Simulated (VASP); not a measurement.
# LiH (F-43m) in VASP: notebook, part 2 of 2

VASP 6.6.1. Earlier steps stand in the parts before.

## 5. Single point, PBE (volume changed by +3%)

File INCAR:

```
PREC = Accurate
ENCUT = 520
EDIFF = 1E-6
ISMEAR = 0
SIGMA = 0.01
LREAL = F
LASPH = T
NELM = 100
ALGO = Normal
ISIF = 2
LWAVE = F
LCHARG = F
GGA = PE
NBANDS = 9
```

File KPOINTS:

```
Automatic mesh
0
Gamma
  8 8 8
```

File POSCAR:

```
LiH
1.0
    0.0000000000      2.1645600053      2.1645600053
    2.1645600053      0.0000000000      2.1645600053
    2.1645600053      2.1645600053      0.0000000000
Li H
1 1
Direct
    0.0000000000      0.0000000000      0.0000000000
    0.2500000000      0.2500000000      0.2500000000
```

Potentials or basis: VASP PAW PBE potentials, release 64 (Li_sv, H).

On the command line:

```bash
> cat potpaw_PBE.64/Li_sv/POTCAR potpaw_PBE.64/H/POTCAR > POTCAR
> mpirun -np 1 vasp_std > vasp.out
```

OUTCAR:

```text
PREC = Accurate
   ENCUT = 520
   EDIFF = 1E-6
   ISMEAR = 0
   LREAL = F
   LASPH = T
   NELM = 100
   ISIF = 2
   GGA = PE

 ion  position               nearest neighbor table
   1  0.000  0.000  0.000-
   2  0.250  0.250  0.250-

  LATTYP: Found a face centered cubic cell.
 ALAT       =     4.3291200106

  Lattice vectors:

 A1 = (   0.0000000000,   2.1645600053,   2.1645600053)
 A2 = (   2.1645600053,   0.0000000000,   2.1645600053)
 A3 = (   2.1645600053,   2.1645600053,   0.0000000000)

Analysis of symmetry for initial positions (statically):
=====================================================================
 Subroutine PRICEL returns:
 Original cell was already a primitive cell.

 Routine SETGRP: Setting up the symmetry group for a
 face centered cubic supercell.

 Subroutine GETGRP returns: Found 24 space group operations
 (whereof 24 operations were pure point group operations)
 out of a pool of 48 trial point group operations.

The static configuration has the point symmetry T_d .

Analysis of symmetry for dynamics (positions and initial velocities):
[... 165 lines left out ...]

 k-point     1 :       0.0000    0.0000    0.0000
  band No.  band energies     occupation
      1     -45.1479      2.00000
      2      -5.3632      2.00000
      3      11.0860      0.00000
      4      15.2612      0.00000
      5      15.2612      0.00000
      6      15.2612      0.00000
      7      17.8086      0.00000
      8      17.8086      0.00000
      9      17.8086      0.00000
[... 265 lines left out ...]
 k-point    24 :      -0.3750    0.2500    0.1250
  band No.  band energies     occupation
      1     -45.1244      2.00000
      2      -2.2958      2.00000
      3       2.9578      0.00000
      4       8.7871      0.00000
      5      10.5312      0.00000
      6      14.5904      0.00000
      7      18.0401      0.00000
      8      21.2449      0.00000
      9      23.4567      0.00000

 [... further k-points ...]

------------------------ aborting loop because EDIFF is reached ----------------------------------------

  FORCE on cell =-STRESS in cart. coord.  units (eV):
  Direction    XX          YY          ZZ          XY          YZ          ZX
  --------------------------------------------------------------------------------------
  -------------------------------------------------------------------------------------
  Total       -0.1146166     -0.1146166     -0.1146166     -0.0000000     -0.0000000     -0.0000000
  in kB       -9.0535529     -9.0535529     -9.0535529     -0.0000000     -0.0000000     -0.0000000
  external PRESSURE =      -9.0535529 kB  Pullay stress =       0.0000000 kB

 VOLUME and BASIS-vectors are now :
 -----------------------------------------------------------------------------
  energy-cutoff  :      520.00
  volume of cell :       20.28
      direct lattice vectors                 reciprocal lattice vectors
     0.000000000  2.164560005  2.164560005    -0.230993827  0.230993827  0.230993827
     2.164560005  0.000000000  2.164560005     0.230993827 -0.230993827  0.230993827
     2.164560005  2.164560005  0.000000000     0.230993827  0.230993827 -0.230993827

 POSITION                                       TOTAL-FORCE (eV/Angst)
 -----------------------------------------------------------------------------------
      0.00000      0.00000      0.00000        -0.000000     -0.000000     -0.000000
      1.08228      1.08228      1.08228         0.000000      0.000000      0.000000
 -----------------------------------------------------------------------------------
    total drift:                               -0.000000     -0.000000     -0.000000

  FREE ENERGIE OF THE ION-ELECTRON SYSTEM (eV)
  ---------------------------------------------------
  free  energy   TOTEN  =        -6.0293767307 eV

  energy  without entropy=       -6.0293767307  energy(sigma->0) =       -6.02937673
```

OSZICAR:

```text
N       E                     dE             d eps       ncg     rms          rms(c)
DAV:   1    -0.144953295504E+01   -0.14495E+01   -0.14220E+03   530   0.400E+02
DAV:   2    -0.626912325472E+01   -0.48196E+01   -0.47890E+01   684   0.566E+01
DAV:   3    -0.637102187102E+01   -0.10190E+00   -0.10187E+00   634   0.661E+00
DAV:   4    -0.637193529962E+01   -0.91343E-03   -0.91336E-03   700   0.548E-01
DAV:   5    -0.637193775559E+01   -0.24560E-05   -0.24559E-05   634   0.290E-02    0.329E+00
DAV:   6    -0.609911138280E+01    0.27283E+00   -0.26568E-01   551   0.143E+00    0.160E+00
DAV:   7    -0.602378859921E+01    0.75323E-01   -0.29543E-01   575   0.172E+00    0.292E-01
DAV:   8    -0.602941481605E+01   -0.56262E-02   -0.12074E-02   599   0.547E-01    0.532E-02
DAV:   9    -0.602937605580E+01    0.38760E-04   -0.24608E-04   675   0.699E-02    0.939E-03
DAV:  10    -0.602937729505E+01   -0.12392E-05   -0.12490E-05   622   0.236E-02    0.555E-03
DAV:  11    -0.602937673067E+01    0.56437E-06   -0.19931E-06   701   0.418E-03
   1 F= -.60293767E+01 E0= -.60293767E+01  d E =-.559927E-24
```

Run time: 4.5 s. Hardware: 1 thread of Intel Xeon Platinum 8488C (Sapphire Rapids), shared host; peak memory 0.13 GiB.

What came out:

```
Free energy            : -6.0294 eV
Band gap on the k mesh : 4.16 eV, indirect (least direct gap 5.21 eV)
```

Caveat: the cutoff is under 1.25 times the usual one of these potentials, so pressure, stress and relaxed cells hold a basis-set (Pulay) error. A k mesh can miss the band edges.

## 6. Single point, PBE (volume changed by +6%)

File INCAR:

```
  PREC = Accurate
  ENCUT = 520
  EDIFF = 1E-7
  ISMEAR = 0
  SIGMA = 0.01
  LREAL = F
  LASPH = T
  NELM = 100
  ALGO = Normal
  ISIF = 2
  LWAVE = F
  LCHARG = F
  GGA = PE
  NBANDS = 9
```

File KPOINTS:

```
regular mesh
0
Gamma
  8 8 8
```

File POSCAR:

```
LiH
1.0
    0.0000000000      2.1853743591      2.1853743591
    2.1853743591      0.0000000000      2.1853743591
    2.1853743591      2.1853743591      0.0000000000
Li H
1 1
Direct
    0.0000000000      0.0000000000      0.0000000000
    0.2500000000      0.2500000000      0.2500000000
```

Potentials or basis: VASP PAW PBE potentials, release 64 (Li_sv, H).

On the command line:

```bash
> cat potpaw_PBE.64/Li_sv/POTCAR potpaw_PBE.64/H/POTCAR > POTCAR
> mpirun -np 1 vasp_std > vasp.out
```

It took 4.6 s on 1 thread of Intel Xeon Platinum 8488C (Sapphire Rapids), shared host; peak memory 0.13 GiB.

The run converged. Its results:

```yaml
Free_energy: -6.0254 eV
Band_gap_on_the_k_mesh: 4.12 eV, indirect (least direct gap 5.14 eV)
```

Levels at points of the mesh, in eV from the valence-band top:
| k point | band 1 | band 2 | band 3 | band 4 | band 5 | band 6 |
| --- | --- | --- | --- | --- | --- | --- |
| (0.00, 0.00, 0.00) | -43.49 | -3.57 | 12.55 | 16.70 | 16.70 | 16.70 |
| (0.50, 0.00, 0.00) | -43.47 | -1.02 | 4.12 | 14.58 | 14.58 | 15.46 |
| (0.50, 0.50, 0.00) | -43.46 | -0.33 | 7.00 | 9.68 | 10.44 | 10.44 |

Caveat: the cutoff is under 1.25 times the usual one of these potentials, so pressure, stress and relaxed cells hold a basis-set (Pulay) error.

## 7. The runs side by side

```tsv
cell	gap on the mesh (eV)
a = 2.969 Å, angles 60.0°, 2 atoms	4.30
a = 3.001 Å, angles 60.0°, 2 atoms	4.25
a = 3.031 Å, angles 60.0°, 2 atoms	4.21
a = 3.061 Å, angles 60.0°, 2 atoms	4.16
a = 3.091 Å, angles 60.0°, 2 atoms	4.12
```

Alike in all rows: task single point; level PBE; potentials or basis VASP PAW PBE potentials, release 64 (Li_sv, H); no spin polarisation; k mesh 8 × 8 × 8; cutoff (eV) 520; smearing gaussian 0.01 eV.

Caveats: the cutoff is under 1.25 times the usual one of these potentials, so pressure, stress and relaxed cells hold a basis-set (Pulay) error.

Total energies depend on the potentials used, so only differences within one code and one set of settings carry meaning.
